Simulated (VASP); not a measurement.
Wanted: the native input for a VASP 6.6.1 run.

| Property | Result |
| --- | --- |
| Task | single point |
| Functional | r2SCAN |
| Potentials or basis | VASP PAW PBE potentials, release 64 (N, Ga_d, P) |
| Cutoff | 520 eV |
| k mesh | 8 × 4 × 6 |
| Occupations | fermi-dirac, width 0.02 eV |
| Spin | no spin polarisation |
| Dipole correction | no |
| Further INCAR settings | ALGO = Normal; EDIFF = 1e-06; NBANDS = 46 |

Ga4PN3:

```xyz
8
Lattice="3.3459 0.0000 0.0000 0.0000 6.7564 0.0000 0.0000 0.0000 4.6910" Properties=species:S:1:pos:R:3 pbc="T T T"
N     0.0000    1.5529    0.0072
N     1.6729    0.0000    2.3604
N     0.0000    5.2034    0.0072
Ga    1.6729    1.4886    3.6176
Ga    0.0000    0.0000    1.2629
Ga    1.6729    5.2677    3.6176
Ga    0.0000    3.3782    0.8505
P     1.6729    3.3782    2.3496
```

These files were run (other wordings do the same):

POSCAR

```
Ga4PN3
1.0
    3.3458874515      0.0000000000      0.0000000000
    0.0000000000      6.7563730324      0.0000000000
    0.0000000000      0.0000000000      4.6909930197
N Ga P
3 4 1
Direct
    0.0000000000      0.2298488179      0.0015308348
    0.5000000000      0.0000000000      0.5031755034
    0.0000000000      0.7701511821      0.0015308348
    0.5000000000      0.2203325471      0.7711817790
    0.0000000000      0.0000000000      0.2692124516
    0.5000000000      0.7796674529      0.7711817790
    0.0000000000      0.5000000000      0.1813081197
    0.5000000000      0.5000000000      0.5008786977
```

INCAR.step1

```
PREC     = Accurate       # precision mode
ENCUT    = 520            # plane-wave cutoff, eV
ISMEAR   = -1             # smearing method
SIGMA    = 0.02           # smearing width, eV
LREAL    = F              # projectors in reciprocal space
LASPH    = T              # aspherical terms in the spheres
NELM     = 80             # most SCF steps
NBANDS   = 46             # bands
GGA      = PE             # functional
ALGO     = Normal         # electronic algorithm
EDIFF    = 1E-4           # SCF threshold, eV
LWAVE    = T              # write WAVECAR
LCHARG   = F              # write CHGCAR
```

INCAR.step2

```
PREC     = Accurate       # precision mode
ENCUT    = 520            # plane-wave cutoff, eV
EDIFF    = 1E-6           # SCF threshold, eV
ISMEAR   = -1             # smearing method
SIGMA    = 0.02           # smearing width, eV
LREAL    = F              # projectors in reciprocal space
LASPH    = T              # aspherical terms in the spheres
NELM     = 80             # most SCF steps
ALGO     = Normal         # electronic algorithm
ISIF     = 2              # what is computed and relaxed
LWAVE    = F              # write WAVECAR
LCHARG   = T              # write CHGCAR
METAGGA  = R2SCAN         # meta-GGA
LMIXTAU  = T            
LELF     = T              # ELF
LVHAR    = T            
NBANDS   = 46             # bands
ISTART   = 1
```

KPOINTS

```
regular mesh
0
Gamma
  8 4 6
```

Potentials or basis: VASP PAW PBE potentials, release 64 (N, Ga_d, P).

The run is started by

```console
$ cat potpaw_PBE.64/N/POTCAR potpaw_PBE.64/Ga_d/POTCAR potpaw_PBE.64/P/POTCAR > POTCAR
$ cp INCAR.step1 INCAR
$ mpirun -np 1 vasp_std > vasp.out
$ cp INCAR.step2 INCAR
$ mpirun -np 1 vasp_std > vasp.out
```

Results of the run:

```
Pressure               : 0.6 GPa
Largest force          : 0.072 eV/Å
Band gap on the k mesh : zero (band 36 reaches 6.39 eV, above the bottom of band 37 at 6.35 eV)
```

Caveat: the PAW data sets were made with another functional, which shifts forces and pressure a little.

Run time: 16 min on 1 thread of Oxide Virtual Turin-like Processor (shared host), peak memory 0.34 GiB.
